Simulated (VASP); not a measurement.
# Na (Fm-3m) in VASP: notebook

Na is run at these levels: PBEsol; tasks: single point.

Everything below comes from runs of VASP 6.6.1. Logs are shortened: lines on timing, memory, paths and dates and some standing lists are left out, and cuts for length are marked.

**1. The cell of the first run**

Symmetry: Fm-3m, No. 225, cubic system. Conventional cell: a = 3.206 Å, b = 3.206 Å, c = 3.206 Å, α = 90.00°, β = 90.00°, γ = 90.00°. Na (site symmetry m-3m) has 12 Na at 2.27 Å within 3.0 Å.

This isn't the form of Na at room conditions, which is bcc.

**2. Single point, PBEsol**

Contents of INCAR:

```
PREC = Accurate
ENCUT = 500
EDIFF = 1E-6
ISMEAR = 0
SIGMA = 0.1
LREAL = F
LASPH = T
NELM = 120
ALGO = Normal
ISIF = 2
LWAVE = F
LCHARG = T
GGA = PS
LELF = T
LVHAR = T
NBANDS = 10
GGA_COMPAT = F
```

Contents of KPOINTS:

```
Automatic mesh
0
Gamma
  14 14 14
```

Contents of POSCAR:

```
Na
1.0
    0.0000000000      1.6030569362      1.6030569362
    1.6030569362      0.0000000000      1.6030569362
    1.6030569362      1.6030569362      0.0000000000
Na
1
Direct
    0.0000000000      0.0000000000      0.0000000000
```

Potentials or basis: VASP PAW PBE potentials, release 64 (Na_pv).

The run is started by

```console
> cat potpaw_PBE.64/Na_pv/POTCAR > POTCAR
> mpirun -np 1 vasp_std > vasp.out
```

OUTCAR:

```text
PREC = Accurate
   ENCUT = 500
   EDIFF = 1E-6
   ISMEAR = 0
   LREAL = F
   LASPH = T
   NELM = 120
   ISIF = 2
   GGA = PS

 ion  position               nearest neighbor table
   1  0.000  0.000  0.000-

  LATTYP: Found a face centered cubic cell.
 ALAT       =     3.2061138724

  Lattice vectors:

 A1 = (   0.0000000000,   1.6030569362,   1.6030569362)
 A2 = (   1.6030569362,   0.0000000000,   1.6030569362)
 A3 = (   1.6030569362,   1.6030569362,   0.0000000000)

Analysis of symmetry for initial positions (statically):
=====================================================================
 Subroutine PRICEL returns:
 Original cell was already a primitive cell.

 Routine SETGRP: Setting up the symmetry group for a
 face centered cubic supercell.

 Subroutine GETGRP returns: Found 48 space group operations
 (whereof 48 operations were pure point group operations)
 out of a pool of 48 trial point group operations.

The static configuration has the point symmetry O_h .

Analysis of symmetry for dynamics (positions and initial velocities):
=====================================================================
 Subroutine PRICEL returns:
 Original cell was already a primitive cell.

 Routine SETGRP: Setting up the symmetry group for a
 face centered cubic supercell.

 Subroutine GETGRP returns: Found 48 space group operations
 (whereof 48 operations were pure point group operations)
 out of a pool of 48 trial point group operations.

The dynamic configuration has the point symmetry O_h .

 Subroutine INISYM returns: Found 48 space group operations
 (whereof 48 operations are pure point group operations),
 and found     1 'primitive' translations

----------------------------------------------------------------------------------------

                                     Primitive cell

  volume of cell :       8.2390

  direct lattice vectors                    reciprocal lattice vectors
     0.000000000  1.603056936  1.603056936    -0.311904081  0.311904081  0.311904081
     1.603056936  0.000000000  1.603056936     0.311904081 -0.311904081  0.311904081
     1.603056936  1.603056936  0.000000000     0.311904081  0.311904081 -0.311904081

  length of vectors
     2.267064860  2.267064860  2.267064860     0.540233715  0.540233715  0.540233715

  position of ions in fractional coordinates (direct lattice)
     0.000000000  0.000000000  0.000000000

  ion indices of the primitive-cell ions
   primitive index   ion index
                 1           1
[... 71 lines left out ...]
   NELM   =    120;   NELMIN=  2; NELMDL= -5     # of ELM steps
   EDIFF  = 0.1E-05   stopping-criterion for ELM
   LREAL  =      F    real-space projection
   EDIFFG = 0.1E-04   stopping-criterion for IOM
   NSW    =      0    number of steps for IOM
   IBRION =     -1    ionic relax: 0-MD 1-quasi-New 2-CG
   NFREE  =      0    steps in history (QN), initial steepest desc. (CG)
   ISIF   =      2    stress and relaxation
   ISYM   =      2    0-nonsym 1-usesym 2-fastsym
   POTIM  = 0.5000    time-step for ionic-motion
   TEBEG  =    0.0;   TEEND  =   0.0 temperature during run
   PSTRESS=    0.0 pullay stress
   NELECT =       7.0000    total number of electrons
   NUPDOWN=      -1.0000    fix difference up-down
   EMIN   =  10.00;   EMAX   =-10.00  energy-range for DOS
   EFERMI =   0.00;   METHOD = LEGACY
   ISMEAR =     0;   SIGMA  =   0.10  broadening in eV -4-tet -1-fermi 0-gaus
   EFERMI_NEDOS =   21; number of points for ismear=-14 and -15
   IALGO  =     38    algorithm
   IMIX   =      4    mixing-type and parameters
     AMIX     =   0.40;   BMIX     =  1.00
     AMIX_MAG =   1.60;   BMIX_MAG =  1.00
  volume/ion in A,a.u.               =       8.24        55.60
  Fermi-wavevector in a.u.,A,eV,Ry     =   1.550536  2.930088 32.710615  2.404162
  Thomas-Fermi vector in A             =   2.655185
   LORBIT       =      0    0 simple, 1 ext, 2 COOP (PROOUT), +10 PAW based schemes
   GGA     = PS    functional components
   LHFCALC =     F    Hartree Fock is set to
   AEXX    =    0.0000 exact exchange contribution
   IVDW    =     0    specifies the selected vdW correction
   LEPSILON=     F    determine dielectric tensor
   LRPA    =     F    only Hartree local field effects (RPA)
 non-spin polarized calculation
 Gauss-broadening in eV      SIGMA  =   0.10
  energy-cutoff  :      500.00
  volume of cell :        8.24
 maximum number of plane-waves:       222
 NGX is ok and might be reduce to    18
   NGX =  9   NGY =  9   NGZ =  9

 number of electron       6.9999998 magnetization

 Free energy of the ion-electron system (eV)
  ---------------------------------------------------
  ext. energy  EPLUGINS =         0.00000000
  ---------------------------------------------------
  free energy    TOTEN  =         3.61033523 eV

  energy without entropy =        3.61280355  energy(sigma->0) =        3.61156939

 E-fermi :  11.6471     XC(G=0): -12.4243

 val. band max:       11.6274028802   @ k =   0.5000   0.1429   0.0714
 cond. band min:      11.6843936343   @ k =   0.5000   0.2857   0.0714
 fundamental gap:      0.0569907541
 Fermi energy:        11.6470964765

 k-point     1 :       0.0000    0.0000    0.0000
  band No.  band energies     occupation
      1     -15.6195      2.00000
      2     -15.6195      2.00000
      3     -15.6195      2.00000
      4       3.5215      2.00000
      5      33.9478      0.00000
      6      33.9478      0.00000
      7      33.9478      0.00000
      8      37.3763      0.00000
      9      41.8800      0.00000
     10      43.9444      0.00000
[... 287 lines left out ...]
 k-point    24 :       0.2857    0.1429    0.0000
  band No.  band energies     occupation
      1     -16.9604      2.00000
      2     -15.8993      2.00000
      3     -15.8852      2.00000
      4       7.1292      2.00000
      5      23.4278      0.00000
      6      28.8520      0.00000
      7      31.8916      0.00000
      8      35.0910      0.00000
      9      41.8718      0.00000
     10      44.3612      0.00000

 [... further k-points ...]
[... 5 lines left out ...]
  --------------------------------------------------------------------------------------
  -------------------------------------------------------------------------------------
  Total       10.3752634     10.3752634     10.3752634     -0.0000000      0.0000000     -0.0000000
  in kB     2017.5898129   2017.5898129   2017.5898129     -0.0000000      0.0000000     -0.0000000
  external PRESSURE =    2017.5898129 kB  Pullay stress =       0.0000000 kB

 VOLUME and BASIS-vectors are now :
 -----------------------------------------------------------------------------
  energy-cutoff  :      500.00
  volume of cell :        8.24
      direct lattice vectors                 reciprocal lattice vectors
     0.000000000  1.603056936  1.603056936    -0.311904081  0.311904081  0.311904081
     1.603056936  0.000000000  1.603056936     0.311904081 -0.311904081  0.311904081
     1.603056936  1.603056936  0.000000000     0.311904081  0.311904081 -0.311904081

 POSITION                                       TOTAL-FORCE (eV/Angst)
 -----------------------------------------------------------------------------------
      0.00000      0.00000      0.00000         0.000000      0.000000     -0.000000
 -----------------------------------------------------------------------------------
    total drift:                               -0.000000     -0.000000     -0.000000

  FREE ENERGIE OF THE ION-ELECTRON SYSTEM (eV)
  ---------------------------------------------------
  free  energy   TOTEN  =         3.6103352282 eV

  energy  without entropy=        3.6128035487  energy(sigma->0) =        3.61156939
```

stdout:

```text
POSCAR found type information on POSCAR Na
 POSCAR found :  1 types and       1 ions
 scaLAPACK will be used
 -----------------------------------------------------------------------------
|                                                                             |
|                                                                             |
|     You enforced a specific xc type in the INCAR file but a different       |
|     I HOPE YOU KNOW WHAT YOU ARE DOING!                                     |
|                                                                             |
 -----------------------------------------------------------------------------

 LDA part: xc-table for (Slater+PW92), standard interpolation
 POSCAR, INCAR and KPOINTS ok, starting setup
 FFT: planning ... GRIDC
 FFT: planning ... GRID_SOFT
 FFT: planning ... GRID
 WAVECAR not read
 entering main loop
```

Run time: 16 s. Hardware: 1 thread of Intel Xeon 8259CL, shared host; peak memory 0.12 GiB.

What came out:

- Free energy: 3.6103 eV
- Pressure: 201.8 GPa
- Band gap on the k mesh: zero (an odd number of electrons rules out a gap without spin polarisation)

Caveat: the cell stands under pressure; the PAW data sets were made with another functional, which shifts forces and pressure a little.

**3. Single point, PBEsol**

This run uses another cell than the first one, of 6.33 Å³/atom.

Contents of INCAR:

```
PREC = Accurate ; ENCUT = 500
EDIFF = 1E-6 ; ISMEAR = 0
SIGMA = 0.1 ; LREAL = F
LASPH = T ; NELM = 120
ALGO = Normal ; ISIF = 2
LWAVE = F ; LCHARG = F
GGA = PS ; NBANDS = 10
GGA_COMPAT = F
```

Contents of KPOINTS:

```
Automatic mesh
0
Gamma
  22 22 22
```

Contents of POSCAR:

```
Na
1.0
    0.0000000000      1.4682824472      1.4682824472
    1.4682824472      0.0000000000      1.4682824472
    1.4682824472      1.4682824472      0.0000000000
Na
1
Direct
    0.0000000000      0.0000000000      0.0000000000
```

Potentials or basis: VASP PAW PBE potentials, release 64 (Na_pv).

The run is started by

```console
> cat potpaw_PBE.64/Na_pv/POTCAR > POTCAR
> mpirun -np 1 vasp_std > vasp.out
```

OUTCAR:

```text
PREC = Accurate
   ENCUT = 500
   EDIFF = 1E-6
   ISMEAR = 0
   LREAL = F
   LASPH = T
   NELM = 120
   ISIF = 2
   GGA = PS

 ion  position               nearest neighbor table
   1  0.000  0.000  0.000-

  LATTYP: Found a face centered cubic cell.
 ALAT       =     2.9365648944

  Lattice vectors:

 A1 = (   0.0000000000,   1.4682824472,   1.4682824472)
 A2 = (   1.4682824472,   0.0000000000,   1.4682824472)
 A3 = (   1.4682824472,   1.4682824472,   0.0000000000)

Analysis of symmetry for initial positions (statically):
=====================================================================
 Subroutine PRICEL returns:
 Original cell was already a primitive cell.

 Routine SETGRP: Setting up the symmetry group for a
 face centered cubic supercell.

 Subroutine GETGRP returns: Found 48 space group operations
 (whereof 48 operations were pure point group operations)
 out of a pool of 48 trial point group operations.

The static configuration has the point symmetry O_h .

Analysis of symmetry for dynamics (positions and initial velocities):
=====================================================================
[... 157 lines left out ...]

 val. band max:       16.5195556902   @ k =  -0.2727   0.2727   0.0000
 cond. band min:      16.5725350191   @ k =  -0.2727   0.2727   0.0455
 fundamental gap:      0.0529793289
 Fermi energy:        16.5219617507

 k-point     1 :       0.0000    0.0000    0.0000
  band No.  band energies     occupation
      1     -12.7055      2.00000
      2     -12.7055      2.00000
      3     -12.7055      2.00000
      4       7.4850      2.00000
      5      40.6281      0.00000
      6      40.6281      0.00000
      7      40.6281      0.00000
      8      44.0095      0.00000
      9      44.6872      0.00000
     10      53.1777      0.00000
[... 287 lines left out ...]
 k-point    24 :      -0.4545    0.0455    0.0000
  band No.  band energies     occupation
      1     -17.0149      2.00000
      2     -13.1808      2.00000
      3     -13.1110      2.00000
      4      17.4517      0.00000
      5      19.4369      0.00000
      6      36.2590      0.00000
      7      37.6761      0.00000
      8      43.7547      0.00000
      9      44.0020      0.00000
     10      53.3972      0.00000

 [... further k-points ...]
[... 5 lines left out ...]
  --------------------------------------------------------------------------------------
  -------------------------------------------------------------------------------------
  Total       15.9817866     15.9817866     15.9817866      0.0000000     -0.0000000     -0.0000000
  in kB     4044.6141089   4044.6141089   4044.6141089      0.0000000     -0.0000000     -0.0000000
  external PRESSURE =    4044.6141089 kB  Pullay stress =       0.0000000 kB

 VOLUME and BASIS-vectors are now :
 -----------------------------------------------------------------------------
  energy-cutoff  :      500.00
  volume of cell :        6.33
      direct lattice vectors                 reciprocal lattice vectors
     0.000000000  1.468282447  1.468282447    -0.340533935  0.340533935  0.340533935
     1.468282447  0.000000000  1.468282447     0.340533935 -0.340533935  0.340533935
     1.468282447  1.468282447  0.000000000     0.340533935  0.340533935 -0.340533935

 POSITION                                       TOTAL-FORCE (eV/Angst)
 -----------------------------------------------------------------------------------
      0.00000      0.00000      0.00000         0.000000      0.000000      0.000000
 -----------------------------------------------------------------------------------
    total drift:                                0.000000      0.000000      0.000000

  FREE ENERGIE OF THE ION-ELECTRON SYSTEM (eV)
  ---------------------------------------------------
  free  energy   TOTEN  =         7.0388778440 eV

  energy  without entropy=        7.0398645291  energy(sigma->0) =        7.03937119
```

stdout:

```text
POSCAR found type information on POSCAR Na
 POSCAR found :  1 types and       1 ions
 scaLAPACK will be used
 -----------------------------------------------------------------------------
|                                                                             |
|                                                                             |
|     You enforced a specific xc type in the INCAR file but a different       |
|     I HOPE YOU KNOW WHAT YOU ARE DOING!                                     |
|                                                                             |
 -----------------------------------------------------------------------------

 LDA part: xc-table for (Slater+PW92), standard interpolation
 POSCAR, INCAR and KPOINTS ok, starting setup
 FFT: planning ... GRIDC
 FFT: planning ... GRID_SOFT
 FFT: planning ... GRID
 WAVECAR not read
 entering main loop
```

Run time: 27 s. Hardware: 1 thread of Intel Xeon 8259CL, shared host; peak memory 0.12 GiB.

What came out:

```
Free energy            : 7.0389 eV
Pressure               : 404.5 GPa
Band gap on the k mesh : zero (an odd number of electrons rules out a gap without spin polarisation)
```

Caveat: atoms lie so close that the PAW spheres overlap strongly, which falsifies energies and pressures; the cell stands under pressure; the PAW data sets were made with another functional, which shifts forces and pressure a little.

(Continued in part 2 of 2.)

The gap in the log of VASP goes by the Fermi energy; the results here count the filled bands.